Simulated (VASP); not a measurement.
# Si8O16F (a cell with a defect) in VASP: notebook

The runs below take Si8O16F (a cell with a defect) through single point, with PBE+D3(BJ).

Program: VASP 6.6.1. These are calculated values, not measurements. Logs are shortened: lines on timing, memory, paths and dates and some standing lists are left out, and cuts for length are marked.

## 1. The cell of the first run

The cell holds a defect, 25 atoms: a = 5.869 Å, b = 5.869 Å, c = 5.315 Å, α = 90.00°, β = 90.00°, γ = 90.00°.

## 2. Single point, PBE+D3(BJ)

Contents of INCAR:

```
PREC = Accurate ; ENCUT = 520
EDIFF = 1E-6 ; ISMEAR = 0
SIGMA = 0.02 ; LREAL = Auto
LASPH = T ; NELM = 100
ALGO = Normal ; ISIF = 2
LWAVE = F ; LCHARG = T
GGA = PE ; IVDW = 12
LELF = T ; LVHAR = T
NBANDS = 86 ; NELECT = 136.0
```

Contents of KPOINTS:

```
regular mesh
0
Gamma
  2 2 3
```

Contents of POSCAR:

```
Si8O16F
1.0
   -4.1501000000     -4.1501000000      0.0000000000
    4.1501000000     -4.1501000000      0.0000000000
    0.0000000000      0.0000000000      5.3150000000
Si O F
8 16 1
Direct
    0.4823669309      0.4946210935     -0.0022261524
   -0.0209616636      0.4936828028      0.2553552211
    0.4930742633      0.4975462037      0.4988765757
   -0.0121121178      0.5091114672      0.7518538100
    0.0165859859     -0.0041771283     -0.0022656632
    0.5009411821     -0.0025418665      0.2488109125
    0.0132095612     -0.0038729187      0.4940351834
    0.5113692441     -0.0123786174      0.7488090310
    0.1790430351      0.4990136382     -0.0035478833
    0.0765415291      0.1662217778      0.2381572907
    0.7912853907      0.5182584757     -0.0085441204
    0.0065586371      0.7956446833      0.2465593603
    0.1800378304      0.4969974217      0.5025678269
   -0.0045656731      0.1974431941      0.7442244591
    0.7902040915      0.5672882581      0.5323397930
    0.0162079227      0.8128142695      0.7523014111
    0.7042401388     -0.0046849474      0.0024667921
    0.4884478687      0.6896078408      0.2475834431
    0.3204410737     -0.0134875063     -0.0116775165
    0.4469360979      0.3020487458      0.2424063970
    0.6991654418     -0.0219470615      0.5007744120
    0.4763906894      0.6870306740      0.7533979304
    0.3161159972     -0.0127264403      0.5064287865
    0.5003617985      0.2978387268      0.7448543744
    0.7805922749      0.2922806679      0.3159821261
```

Potentials or basis: VASP PAW PBE potentials, release 64 (Si, O, F).

Launch:

```
cat potpaw_PBE.64/Si/POTCAR potpaw_PBE.64/O/POTCAR potpaw_PBE.64/F/POTCAR > POTCAR
mpirun -np 1 vasp_std > vasp.out
```

OUTCAR:

```text
PREC = Accurate
   ENCUT = 520
   EDIFF = 1E-6
   ISMEAR = 0
   LREAL = Auto
   LASPH = T
   NELM = 100
   ISIF = 2
   GGA = PE
   IVDW = 12
   NELECT = 136.0
 IVDW          = 12

 ion  position               nearest neighbor table
   1  0.482  0.495  0.998-  22 1.72  20 1.74  18 1.75  24 1.78   9 1.78  11 1.82   3 2.65   3 2.66

   2  0.979  0.494  0.255-  25 1.69  13 1.77  12 1.78  11 1.79   9 1.81  15 1.89  10 2.01   4 2.64
                             4 2.68   3 3.13
   3  0.493  0.498  0.499-  18 1.75  22 1.75  24 1.76  15 1.80  20 1.80  13 1.84  25 2.29   1 2.65
                             1 2.66   2 3.13
   4  0.988  0.509  0.752-  15 1.68   9 1.72  11 1.72  13 1.74  16 1.79  14 1.83   2 2.64   2 2.68
                             5 3.15
   5  0.017  0.996  0.998-  10 1.66  16 1.69  12 1.77  19 1.78  14 1.80  17 1.83   7 2.64   7 2.68
                             6 3.14   4 3.15
   6  0.501  0.997  0.249-  19 1.74  23 1.75  17 1.77  21 1.78  18 1.81  20 1.82  25 2.41   8 2.66
                             8 2.66   5 3.14   7 3.15
   7  0.013  0.996  0.494-  10 1.73  16 1.74  12 1.77  23 1.78  14 1.78  21 1.85  25 2.40   5 2.64
                             5 2.68   6 3.15
   8  0.511  0.988  0.749-  19 1.70  21 1.72  23 1.72  17 1.76  22 1.78  24 1.82   6 2.66   6 2.66

   9  0.179  0.499  0.996-   4 1.72   1 1.78   2 1.81
  10  0.077  0.166  0.238-   5 1.66   7 1.73  25 1.93   2 2.01
  11  0.791  0.518  0.991-   4 1.72   2 1.79   1 1.82
  12  0.007  0.796  0.247-   7 1.77   5 1.77   2 1.78
  13  0.180  0.497  0.503-   4 1.74   2 1.77   3 1.84
  14  0.995  0.197  0.744-   7 1.78   5 1.80   4 1.83
  15  0.790  0.567  0.532-   4 1.68   3 1.80   2 1.89
  16  0.016  0.813  0.752-   5 1.69   7 1.74   4 1.79
  17  0.704  0.995  0.002-   8 1.76   6 1.77   5 1.83
  18  0.488  0.690  0.248-   3 1.75   1 1.75   6 1.81
  19  0.320  0.987  0.988-   8 1.70   6 1.74   5 1.78
  20  0.447  0.302  0.242-   1 1.74   3 1.80   6 1.82
  21  0.699  0.978  0.501-   8 1.72   6 1.78   7 1.85
  22  0.476  0.687  0.753-   1 1.72   3 1.75   8 1.78
  23  0.316  0.987  0.506-   8 1.72   6 1.75   7 1.78
  24  0.500  0.298  0.745-   3 1.76   1 1.78   8 1.82
  25  0.781  0.292  0.316-   2 1.69  10 1.93   3 2.29   7 2.40   6 2.41

  LATTYP: Found a simple tetragonal cell.
 ALAT       =     5.8691277052
 C/A-ratio  =     0.9055860201

  Lattice vectors:

 A1 = (  -4.1501000000,  -4.1501000000,   0.0000000000)
 A2 = (   4.1501000000,  -4.1501000000,   0.0000000000)
 A3 = (   0.0000000000,   0.0000000000,   5.3150000000)

Analysis of symmetry for initial positions (statically):
=====================================================================
 Subroutine PRICEL returns:
 Original cell was already a primitive cell.

 Routine SETGRP: Setting up the symmetry group for a
 simple tetragonal supercell.

 Subroutine GETGRP returns: Found  1 space group operations
 (whereof  1 operations were pure point group operations)
 out of a pool of 16 trial point group operations.

The static configuration has the point symmetry C_1 .

Analysis of symmetry for dynamics (positions and initial velocities):
=====================================================================
 Subroutine PRICEL returns:
 Original cell was already a primitive cell.

 Routine SETGRP: Setting up the symmetry group for a
 simple tetragonal supercell.

 Subroutine GETGRP returns: Found  1 space group operations
 (whereof  1 operations were pure point group operations)
 out of a pool of 16 trial point group operations.

The dynamic configuration has the point symmetry C_1 .

 Subroutine INISYM returns: Found  1 space group operations
 (whereof  1 operations are pure point group operations),
 and found     1 'primitive' translations

----------------------------------------------------------------------------------------

                                     Primitive cell

  volume of cell :     183.0840

  direct lattice vectors                    reciprocal lattice vectors
    -4.150100000 -4.150100000  0.000000000    -0.120479025 -0.120479025  0.000000000
     4.150100000 -4.150100000  0.000000000     0.120479025 -0.120479025  0.000000000
     0.000000000  0.000000000  5.315000000     0.000000000  0.000000000  0.188146754

  length of vectors
     5.869127705  5.869127705  5.315000000     0.170383071  0.170383071  0.188146754

  position of ions in fractional coordinates (direct lattice)
     0.482366931  0.494621094  0.997773848
     0.979038336  0.493682803  0.255355221
     0.493074263  0.497546204  0.498876576
     0.987887882  0.509111467  0.751853810
     0.016585986  0.995822872  0.997734337
     0.500941182  0.997458133  0.248810912
[... 17 lines left out ...]
     0.500361799  0.297838727  0.744854374
     0.780592275  0.292280668  0.315982126

  ion indices of the primitive-cell ions
   primitive index   ion index
                 1           1
                 2           2
                 3           3
                 4           4
                 5           5
                 6           6
[... 17 lines left out ...]
                24          24
                25          25

----------------------------------------------------------------------------------------

 KPOINTS: regular mesh

Automatic generation of k-mesh.
 Grid dimensions read from file:
 generate k-points for:    2    2    3

 Generating k-lattice:

  Cartesian coordinates                     Fractional coordinates (reciprocal lattice)
    -0.060239512 -0.060239512  0.000000000     0.500000000  0.000000000  0.000000000
     0.060239512 -0.060239512  0.000000000     0.000000000  0.500000000  0.000000000
     0.000000000  0.000000000  0.062715585     0.000000000  0.000000000  0.333333333

  Length of vectors
     0.085191535  0.085191535  0.062715585

  Shift w.r.t. Gamma in fractional coordinates (k-lattice)
     0.000000000  0.000000000  0.000000000

 Subroutine IBZKPT returns following result:
 ===========================================

 Found      8 irreducible k-points:

 Following reciprocal coordinates:
            Coordinates               Weight
  0.000000  0.000000  0.000000      1.000000
  0.500000  0.000000  0.000000      1.000000
  0.000000  0.500000  0.000000      1.000000
  0.500000  0.500000  0.000000      1.000000
  0.000000  0.000000  0.333333      2.000000
  0.500000  0.000000  0.333333      2.000000
  0.000000  0.500000  0.333333      2.000000
  0.500000  0.500000  0.333333      2.000000
   k-points           NKPTS =      8   k-points in BZ     NKDIM =      8   number of bands    NBANDS=     86
   number of dos      NEDOS =    301   number of ions     NIONS =     25
   total plane-waves  NPLWV =  92160
   dimension x,y,z NGX =    48 NGY =   48 NGZ =   40
   dimension x,y,z NGXF=    96 NGYF=   96 NGZF=   80
   ions per type =               8  16   1
   NGX,Y,Z   is equivalent  to a cutoff of  13.60, 13.60, 12.51 a.u.
   NGXF,Y,Z  is equivalent  to a cutoff of  27.19, 27.19, 25.02 a.u.
 SYSTEM =  unknown system
   PREC   = accura    normal or accurate (medium, high low for compatibility)
   ISTART =      0    job   : 0-new  1-cont  2-samecut
   ICHARG =      2    charge: 1-file 2-atom 10-const
   ISPIN  =      1    spin polarized calculation?
   LNONCOLLINEAR =      F non collinear calculations
   LSORBIT =      F    spin-orbit coupling
   LASPH  =      T    aspherical Exc in radial PAW
   ENCUT  =  520.0 eV  38.22 Ry    6.18 a.u.  10.91 10.91  9.88*2*pi/ulx,y,z
   NELM   =    100;   NELMIN=  2; NELMDL= -5     # of ELM steps
   EDIFF  = 0.1E-05   stopping-criterion for ELM
   LREAL  =      T    real-space projection
   EDIFFG = 0.1E-04   stopping-criterion for IOM
   NSW    =      0    number of steps for IOM
   IBRION =     -1    ionic relax: 0-MD 1-quasi-New 2-CG
   NFREE  =      0    steps in history (QN), initial steepest desc. (CG)
   ISIF   =      2    stress and relaxation
   ISYM   =      2    0-nonsym 1-usesym 2-fastsym
   POTIM  = 0.5000    time-step for ionic-motion
   TEBEG  =    0.0;   TEEND  =   0.0 temperature during run
   PSTRESS=    0.0 pullay stress
   NELECT =     136.0000    total number of electrons
   NUPDOWN=      -1.0000    fix difference up-down
   EMIN   =  10.00;   EMAX   =-10.00  energy-range for DOS
   EFERMI =   0.00;   METHOD = LEGACY
   ISMEAR =     0;   SIGMA  =   0.02  broadening in eV -4-tet -1-fermi 0-gaus
   EFERMI_NEDOS =   21; number of points for ismear=-14 and -15
   IALGO  =     38    algorithm
   IMIX   =      4    mixing-type and parameters
     AMIX     =   0.40;   BMIX     =  1.00
     AMIX_MAG =   1.60;   BMIX_MAG =  1.00
  volume/ion in A,a.u.               =       7.32        49.42
  Fermi-wavevector in a.u.,A,eV,Ry     =   1.482647  2.801796 29.908887  2.198241
  Thomas-Fermi vector in A             =   2.596407
   LORBIT       =      0    0 simple, 1 ext, 2 COOP (PROOUT), +10 PAW based schemes
   GGA     = PE    functional components
   LHFCALC =     F    Hartree Fock is set to
   AEXX    =    0.0000 exact exchange contribution
   IVDW    =    12    specifies the selected vdW correction
   LEPSILON=     F    determine dielectric tensor
   LRPA    =     F    only Hartree local field effects (RPA)
 non-spin polarized calculation
 Gauss-broadening in eV      SIGMA  =   0.02
  energy-cutoff  :      520.00
  volume of cell :      183.08
 maximum number of plane-waves:      4948
 NGX is ok and might be reduce to    48
   NGX = 21   NGY = 21   NGZ = 19

 number of electron     135.9999991 magnetization

 Free energy of the ion-electron system (eV)
  ---------------------------------------------------
  ext. energy  EPLUGINS =         0.00000000
  ---------------------------------------------------
  free energy    TOTEN  =      -170.25557197 eV

  energy without entropy =     -170.25557197  energy(sigma->0) =     -170.25557197

 E-fermi :   9.9049     XC(G=0): -12.6479

 val. band max:        9.7414262791   @ k =   0.0000   0.0000   0.3333
 cond. band min:      14.6141432169   @ k =   0.0000   0.0000   0.0000
 fundamental gap:      4.8727169378
 Fermi energy:         9.9049388186

 k-point     1 :       0.0000    0.0000    0.0000
  band No.  band energies     occupation
      1     -15.2295      2.00000
      2     -13.5493      2.00000
      3     -12.1682      2.00000
      4     -12.1102      2.00000
      5     -11.3396      2.00000
      6     -11.2039      2.00000
[... 72 lines left out ...]
     79      18.6477      0.00000
[... 580 lines left out ...]
     79      18.9252      0.00000
     80      19.0859      0.00000
 [bands above 80 left out]

------------------------ aborting loop because EDIFF is reached ----------------------------------------

 Edisp (eV)   -6.11259

 E8    (eV) :    -2.0856

  FORCE on cell =-STRESS in cart. coord.  units (eV):
  Direction    XX          YY          ZZ          XY          YZ          ZX
  --------------------------------------------------------------------------------------
  -------------------------------------------------------------------------------------
  Total      51.75170    43.35453    41.40684    -0.48869    -2.17681     3.55216
  in kB     452.88178   379.39767   362.35338    -4.27652   -19.04937    31.08509
  external pressure =      398.21 kB  Pullay stress =        0.00 kB

 VOLUME and BASIS-vectors are now :
 -----------------------------------------------------------------------------
  energy-cutoff  :      520.00
  volume of cell :      183.08
      direct lattice vectors                 reciprocal lattice vectors
    -4.150100000 -4.150100000  0.000000000    -0.120479025 -0.120479025  0.000000000
     4.150100000 -4.150100000  0.000000000     0.120479025 -0.120479025  0.000000000
     0.000000000  0.000000000  5.315000000     0.000000000  0.000000000  0.188146754

 POSITION                                       TOTAL-FORCE (eV/Angst)
 -----------------------------------------------------------------------------------
      0.05086     -4.05460      5.30317         0.030805      0.039411     -0.018437
     -2.01427     -6.11194      1.35721        -0.030150     -0.108451      0.011289
      0.01856     -4.11117      2.65153        -0.007359     -0.007626     -0.030534
     -1.98697     -6.21270      3.99610        -0.019557     -0.052795      0.012059
      4.06393     -4.20160      5.30296        -0.005518      0.003831     -0.056485
      2.06060     -6.21851      1.32243         0.016126      0.003357     -0.017624
[... 17 lines left out ...]
     -0.84049     -3.31261      3.95890        -0.020144      0.002030     -0.032736
     -2.02654     -4.45253      1.67945         0.010565      0.157366      0.395423
 -----------------------------------------------------------------------------------
    total drift:                                0.019419      0.014508      0.005162

  FREE ENERGIE OF THE ION-ELECTRON SYSTEM (eV)
  ---------------------------------------------------
  free  energy   TOTEN  =      -176.3681574150 eV

  energy  without entropy=     -176.3681574150  energy(sigma->0) =     -176.36815741
```

It took 1.8 min on 1 thread of Intel Xeon Platinum 8559C (Emerald Rapids), shared host; peak memory 0.32 GiB.

What came out:

- Free energy: -176.3682 eV
- Largest force: 0.426 eV/Å
- Dispersion energy per atom: -0.245 eV

Forces in eV/Å, atoms in the order of the input:
```
Si   0.031  0.039 -0.018
Si  -0.030 -0.108  0.011
Si  -0.007 -0.008 -0.031
Si  -0.020 -0.053  0.012
Si  -0.006  0.004 -0.056
Si   0.016  0.003 -0.018
Si   0.024  0.023 -0.016
Si   0.002  0.011 -0.016
O   -0.012 -0.027 -0.016
O    0.107 -0.048 -0.077
O   -0.129  0.128  0.081
O   -0.009 -0.001 -0.031
O   -0.033 -0.027 -0.017
O    0.010 -0.007 -0.042
O    0.093 -0.091  0.006
O   -0.006  0.015 -0.012
O    0.018 -0.048 -0.002
O   -0.011 -0.018 -0.036
O    0.020  0.014 -0.009
O   -0.028 -0.001 -0.056
O   -0.052  0.038 -0.006
O   -0.009 -0.024  0.013
O    0.040  0.026 -0.028
O   -0.020  0.002 -0.033
F    0.011  0.157  0.395
```

Caveat: the k points lie up to 0.54 Å⁻¹ apart; the cell carries a net charge on a neutralising background, which shifts energy and pressure; the cell is charged against a uniform background, so pressure and absolute levels hang on convention.

[end of part 1 of 2]
